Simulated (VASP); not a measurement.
# As (R-3m) in VASP: a series of runs

Runs on As. Level: PBE. Tasks: single point.

Program: VASP 6.6.1. These are calculated values, not measurements. Logs are shortened: lines on timing, memory, paths and dates and some standing lists are left out, and cuts for length are marked.

**1. The cell of the first run**

It takes space group R-3m (No. 166, trigonal). The conventional cell has a = 3.678 Å, b = 3.678 Å, c = 9.326 Å, α = 90.00°, β = 90.00°, γ = 120.00°. As (site symmetry 3m) has 6 As at 2.50 to 2.78 Å within 3.3 Å.

**2. Single point, PBE (volume scaled by 0.8)**

Input file INCAR:

```
SYSTEM = As
PREC     = Accurate       ! precision mode
ENCUT    = 520            ! plane-wave cutoff, eV
EDIFF    = 1E-7           ! SCF threshold, eV
ISMEAR   = -1             ! smearing method
SIGMA    = 0.1            ! smearing width, eV
LREAL    = .FALSE.        ! projectors in reciprocal space
LASPH    = .TRUE.         ! aspherical terms in the spheres
NELM     = 100            ! most SCF steps
ALGO     = Normal         ! electronic algorithm
ISIF     = 2              ! what is computed and relaxed
LWAVE    = .FALSE.        ! write WAVECAR
LCHARG   = .FALSE.        ! write CHGCAR
GGA      = PE             ! functional
NBANDS   = 12             ! bands
```

Input file KPOINTS:

```
regular mesh
0
G
  14 14 14
  0 0 0
```

Input file POSCAR:

```
As
1.0
    1.8390498687     -1.0617759368      3.1087289109
    0.0000000000      2.1235518735      3.1087289109
   -1.8390498687     -1.0617759368      3.1087289109
As
2
Direct
    0.2369110440      0.2369110440      0.2369110440
   -0.2369110440     -0.2369110440     -0.2369110440
```

Potentials or basis: VASP PAW PBE potentials, release 64 (As).

Command:

```
$ cat potpaw_PBE.64/As/POTCAR > POTCAR
$ mpirun -np 1 vasp_std > vasp.out
```

OUTCAR:

```text
SYSTEM = As
   PREC = Accurate
   ENCUT = 520
   EDIFF = 1E-7
   ISMEAR = -1
   LREAL = .FALSE.
   LASPH = .TRUE.
   NELM = 100
   ISIF = 2
   GGA = PE

 ion  position               nearest neighbor table
   1  0.237  0.237  0.237-   2 2.50   2 2.50   2 2.50   2 2.78   2 2.78   2 2.78
   2  0.763  0.763  0.763-   1 2.50   1 2.50   1 2.50   1 2.78   1 2.78   1 2.78

  LATTYP: Found a trigonal (rhomboedric) cell.
 ALAT       =     3.7647932215
 COS(alpha) =     0.5227622914

  Lattice vectors:

 A1 = (   1.8390498687,  -1.0617759368,   3.1087289109)
 A2 = (   0.0000000000,   2.1235518735,   3.1087289109)
 A3 = (  -1.8390498687,  -1.0617759368,   3.1087289109)

Analysis of symmetry for initial positions (statically):
=====================================================================
 Subroutine PRICEL returns:
 Original cell was already a primitive cell.

 Routine SETGRP: Setting up the symmetry group for a
 trigonal (rhombohedral) supercell.

 Subroutine GETGRP returns: Found 12 space group operations
 (whereof 12 operations were pure point group operations)
 out of a pool of 12 trial point group operations.

The static configuration has the point symmetry D_3d.

Analysis of symmetry for dynamics (positions and initial velocities):
=====================================================================
 Subroutine PRICEL returns:
 Original cell was already a primitive cell.

 Routine SETGRP: Setting up the symmetry group for a
 trigonal (rhombohedral) supercell.

 Subroutine GETGRP returns: Found 12 space group operations
 (whereof 12 operations were pure point group operations)
 out of a pool of 12 trial point group operations.

The dynamic configuration has the point symmetry D_3d.

 Subroutine INISYM returns: Found 12 space group operations
 (whereof 12 operations are pure point group operations),
 and found     1 'primitive' translations

----------------------------------------------------------------------------------------

                                     Primitive cell

  volume of cell :      36.4217

  direct lattice vectors                    reciprocal lattice vectors
     1.839049869 -1.061775937  3.108728911     0.271879522 -0.156969715  0.107224960
     0.000000000  2.123551873  3.108728911     0.000000000  0.313939431  0.107224960
    -1.839049869 -1.061775937  3.108728911    -0.271879522 -0.156969715  0.107224960

  length of vectors
     3.764793222  3.764793222  3.764793222     0.331745623  0.331745623  0.331745623

  position of ions in fractional coordinates (direct lattice)
     0.236911044  0.236911044  0.236911044
     0.763088956  0.763088956  0.763088956

  ion indices of the primitive-cell ions
   primitive index   ion index
                 1           1
                 2           2

----------------------------------------------------------------------------------------

 KPOINTS: regular mesh

Automatic generation of k-mesh.
 Grid dimensions read from file:
 generate k-points for:   14   14   14

 Generating k-lattice:

  Cartesian coordinates                     Fractional coordinates (reciprocal lattice)
     0.019419966 -0.011212123  0.007658926     0.071428571  0.000000000  0.000000000
     0.000000000  0.022424245  0.007658926    -0.000000000  0.071428571 -0.000000000
    -0.019419966 -0.011212123  0.007658926     0.000000000  0.000000000  0.071428571

  Length of vectors
     0.023696116  0.023696116  0.023696116

  Shift w.r.t. Gamma in fractional coordinates (k-lattice)
     0.000000000  0.000000000  0.000000000

 Subroutine IBZKPT returns following result:
 ===========================================

 Found    288 irreducible k-points:

 Following reciprocal coordinates:
            Coordinates               Weight
  0.000000  0.000000  0.000000      1.000000
  0.071429 -0.000000  0.000000      6.000000
  0.142857 -0.000000  0.000000      6.000000
  0.214286 -0.000000  0.000000      6.000000
  0.285714  0.000000 -0.000000      6.000000
  0.357143 -0.000000  0.000000      6.000000
[... 16 lines left out ...]
  0.214286  0.142857  0.000000     12.000000
  0.285714  0.142857 -0.000000     12.000000
 [... further k-points ...]
   k-points           NKPTS =    288   k-points in BZ     NKDIM =    288   number of bands    NBANDS=     12
   number of dos      NEDOS =    301   number of ions     NIONS =      2
   total plane-waves  NPLWV =  21952
   dimension x,y,z NGX =    28 NGY =   28 NGZ =   28
   dimension x,y,z NGXF=    56 NGYF=   56 NGZF=   56
   ions per type =               2
   NGX,Y,Z   is equivalent  to a cutoff of  12.36, 12.36, 12.36 a.u.
   NGXF,Y,Z  is equivalent  to a cutoff of  24.73, 24.73, 24.73 a.u.
 SYSTEM =  As
   PREC   = accura    normal or accurate (medium, high low for compatibility)
   ISTART =      0    job   : 0-new  1-cont  2-samecut
   ICHARG =      2    charge: 1-file 2-atom 10-const
   ISPIN  =      1    spin polarized calculation?
   LNONCOLLINEAR =      F non collinear calculations
   LSORBIT =      F    spin-orbit coupling
   LASPH  =      T    aspherical Exc in radial PAW
   ENCUT  =  520.0 eV  38.22 Ry    6.18 a.u.   7.00  7.00  7.00*2*pi/ulx,y,z
   NELM   =    100;   NELMIN=  2; NELMDL= -5     # of ELM steps
   EDIFF  = 0.1E-06   stopping-criterion for ELM
   LREAL  =      F    real-space projection
   EDIFFG = 0.1E-05   stopping-criterion for IOM
   NSW    =      0    number of steps for IOM
   IBRION =     -1    ionic relax: 0-MD 1-quasi-New 2-CG
   NFREE  =      0    steps in history (QN), initial steepest desc. (CG)
   ISIF   =      2    stress and relaxation
   ISYM   =      2    0-nonsym 1-usesym 2-fastsym
   POTIM  = 0.5000    time-step for ionic-motion
   TEBEG  =    0.0;   TEEND  =   0.0 temperature during run
   PSTRESS=    0.0 pullay stress
   NELECT =      10.0000    total number of electrons
   NUPDOWN=      -1.0000    fix difference up-down
   EMIN   =  10.00;   EMAX   =-10.00  energy-range for DOS
   EFERMI =   0.00;   METHOD = LEGACY
   ISMEAR =    -1;   SIGMA  =   0.10  broadening in eV -4-tet -1-fermi 0-gaus
   EFERMI_NEDOS =   21; number of points for ismear=-14 and -15
   IALGO  =     38    algorithm
   IMIX   =      4    mixing-type and parameters
     AMIX     =   0.40;   BMIX     =  1.00
     AMIX_MAG =   1.60;   BMIX_MAG =  1.00
  volume/ion in A,a.u.               =      18.21       122.89
  Fermi-wavevector in a.u.,A,eV,Ry     =   1.064032  2.010729 15.404026  1.132164
  Thomas-Fermi vector in A             =   2.199537
   LORBIT       =      0    0 simple, 1 ext, 2 COOP (PROOUT), +10 PAW based schemes
   GGA     = PE    functional components
   LHFCALC =     F    Hartree Fock is set to
   AEXX    =    0.0000 exact exchange contribution
   IVDW    =     0    specifies the selected vdW correction
   LEPSILON=     F    determine dielectric tensor
   LRPA    =     F    only Hartree local field effects (RPA)
 non-spin polarized calculation
  energy-cutoff  :      520.00
  volume of cell :       36.42
 maximum number of plane-waves:      1002
   NGX = 13   NGY = 13   NGZ = 13

 number of electron      10.0000000 magnetization

 number of electron       9.9999999 magnetization

 Free energy of the ion-electron system (eV)
  ---------------------------------------------------
  ext. energy  EPLUGINS =         0.00000000
  ---------------------------------------------------
  free energy    TOTEN  =        -9.03152547 eV

  energy without entropy =       -9.02072545  energy(sigma->0) =       -9.02612546

 E-fermi :   7.2418     XC(G=0): -10.7706

 val. band max:        7.1808675435   @ k =   0.4286   0.4286   0.4286
 cond. band min:       7.2457558605   @ k =   0.5000   0.4286   0.4286
 fundamental gap:      0.0648883170
 Fermi energy:         7.2417810905

 k-point     1 :       0.0000    0.0000    0.0000
  band No.  band energies     occupation
      1      -8.9286      2.00000
      2       2.7078      2.00000
      3       4.8108      2.00000
      4       4.9655      2.00000
      5       4.9655      2.00000
      6      10.3565      0.00000
      7      11.0616      0.00000
      8      11.0616      0.00000
      9      13.2294      0.00000
     10      13.2294      0.00000
     11      13.6274      0.00000
     12      15.6856      0.00000

 k-point     2 :       0.0714   -0.0000    0.0000
  band No.  band energies     occupation
      1      -8.8512      2.00000
      2       2.1499      2.00000
      3       4.8249      2.00000
      4       4.9491      2.00000
      5       5.2969      2.00000
      6      10.2871      0.00000
      7      10.8115      0.00000
      8      10.8755      0.00000
      9      12.9833      0.00000
     10      13.2130      0.00000
     11      13.4097      0.00000
     12      16.2723      0.00000

 k-point     3 :       0.1429   -0.0000    0.0000
  band No.  band energies     occupation
      1      -8.6197      2.00000
      2       1.0110      2.00000
      3       4.8192      2.00000
      4       4.9110      2.00000
      5       5.8365      2.00000
      6       9.9301      0.00000
      7      10.1449      0.00000
      8      10.3731      0.00000
      9      12.7906      0.00000
     10      13.4305      0.00000
     11      13.5075      0.00000
     12      17.5923      0.00000
[... 286 lines left out ...]
 k-point    23 :       0.2143    0.1429    0.0000
  band No.  band energies     occupation
      1      -8.2533      2.00000
      2       0.2822      2.00000
      3       3.7655      2.00000
      4       4.0815      2.00000
      5       6.5455      1.99811
      6       8.5164      0.00001
      7      10.4376      0.00000
      8      11.5725      0.00000
      9      12.2534      0.00000
     10      14.8792      0.00000
     11      15.1770      0.00000
     12      16.8934      0.00000

 k-point    24 :       0.2857    0.1429   -0.0000
  band No.  band energies     occupation
      1      -7.8289      2.00000
      2      -0.7700      2.00000
      3       3.5736      2.00000
      4       4.0485      2.00000
      5       5.7576      2.00000
      6       9.0294      0.00000
      7      10.4705      0.00000
      8      11.1406      0.00000
      9      11.8767      0.00000
     10      15.7981      0.00000
     11      16.0333      0.00000
     12      18.3373      0.00000

 [... further k-points ...]
[... 5 lines left out ...]
  --------------------------------------------------------------------------------------
  -------------------------------------------------------------------------------------
  Total        3.4290904      3.4290904      3.3903794      0.0000000     -0.0000000      0.0000000
  in kB      150.8443439    150.8443439    149.1414613      0.0000000     -0.0000000      0.0000000
  external PRESSURE =     150.2767164 kB  Pullay stress =       0.0000000 kB

 VOLUME and BASIS-vectors are now :
 -----------------------------------------------------------------------------
  energy-cutoff  :      520.00
  volume of cell :       36.42
      direct lattice vectors                 reciprocal lattice vectors
     1.839049869 -1.061775937  3.108728911     0.271879522 -0.156969715  0.107224960
     0.000000000  2.123551873  3.108728911     0.000000000  0.313939431  0.107224960
    -1.839049869 -1.061775937  3.108728911    -0.271879522 -0.156969715  0.107224960

 POSITION                                       TOTAL-FORCE (eV/Angst)
 -----------------------------------------------------------------------------------
      0.00000     -0.00000      2.20948         0.000000     -0.000000      0.049900
      0.00000     -0.00000      7.11671         0.000000      0.000000     -0.049900
 -----------------------------------------------------------------------------------
    total drift:                                0.000000      0.000000      0.000000

  FREE ENERGIE OF THE ION-ELECTRON SYSTEM (eV)
  ---------------------------------------------------
  free  energy   TOTEN  =        -9.0315254745 eV

  energy  without entropy=       -9.0207254540  energy(sigma->0) =       -9.02612546
```

Run time: 56 s. Hardware: 1 thread of AMD EPYC 9R45 (Zen 5), shared host; peak memory 0.21 GiB.

Results:

* Free energy: -9.0315 eV
* Pressure: 15.0 GPa
* Largest force: 0.050 eV/Å
* Band gap on the k mesh: zero (band 5 reaches 7.61 eV, above the bottom of band 6 at 6.98 eV)

Forces in eV/Å, atoms in the order of the input:
```
As   0.000  0.000  0.050
As   0.000  0.000 -0.050
```

Levels at points of the mesh, in eV from the Fermi level:
```tsv
k point	band 2	band 3	band 4	band 5	band 6	band 7	band 8	band 9
(0.00, 0.00, 0.00)	-4.53	-2.43	-2.28	-2.28	3.11	3.82	3.82	5.99
(0.50, 0.00, 0.00)	-12.10	-2.28	-2.00	-0.50	0.03	0.13	0.47	10.56
(0.50, 0.50, 0.00)	-9.35	-7.40	-5.00	-4.94	1.50	6.80	7.25	9.33
(0.50, 0.50, 0.50)	-11.47	-1.70	-1.70	-0.27	-0.27	-0.21	1.39	9.79
```

**3. Single point, PBE (volume scaled by 0.8)**

Input file INCAR:

```
  PREC = Accurate
  ENCUT = 520
  EDIFF = 1E-7
  ISMEAR = -1
  SIGMA = 0.1
  LREAL = F
  LASPH = T
  NELM = 60
  ALGO = Normal
  ISIF = 2
  LWAVE = F
  LCHARG = F
  GGA = PE
  NBANDS = 12
```

Input file KPOINTS:

```
Automatic mesh
0
Gamma
  14 14 14
```

POSCAR is that of step 2.

Potentials or basis: VASP PAW PBE potentials, release 64 (As).

Command:

```
$ cat potpaw_PBE.64/As/POTCAR > POTCAR
$ mpirun -np 1 vasp_std > vasp.out
```

It took 55 s on 1 thread of AMD EPYC 9R45 (Zen 5), shared host; peak memory 0.21 GiB.

It converged, with:

```
Free energy            : -9.0315 eV
Pressure               : 15.0 GPa
Largest force          : 0.050 eV/Å
Band gap on the k mesh : zero (band 5 reaches 7.61 eV, above the bottom of band 6 at 6.98 eV)
```

Forces on the atoms (eV/Å):
```
As   0.000  0.000  0.050
As   0.000  0.000 -0.050
```

Stress tensor (GPa, compression positive):
```
15.08  0.00  0.00
 0.00 15.08  0.00
 0.00  0.00 14.91
```

Levels at points of the mesh, in eV from the Fermi level:
```csv
k point,band 2,band 3,band 4,band 5,band 6,band 7,band 8,band 9
"(0.00, 0.00, 0.00)",-4.53,-2.43,-2.28,-2.28,3.11,3.82,3.82,5.99
"(0.50, 0.00, 0.00)",-12.10,-2.28,-2.00,-0.50,0.03,0.13,0.47,10.56
"(0.50, 0.50, 0.00)",-9.35,-7.40,-5.00,-4.94,1.50,6.80,7.25,9.33
"(0.50, 0.50, 0.50)",-11.47,-1.70,-1.70,-0.27,-0.27,-0.21,1.39,9.79
```
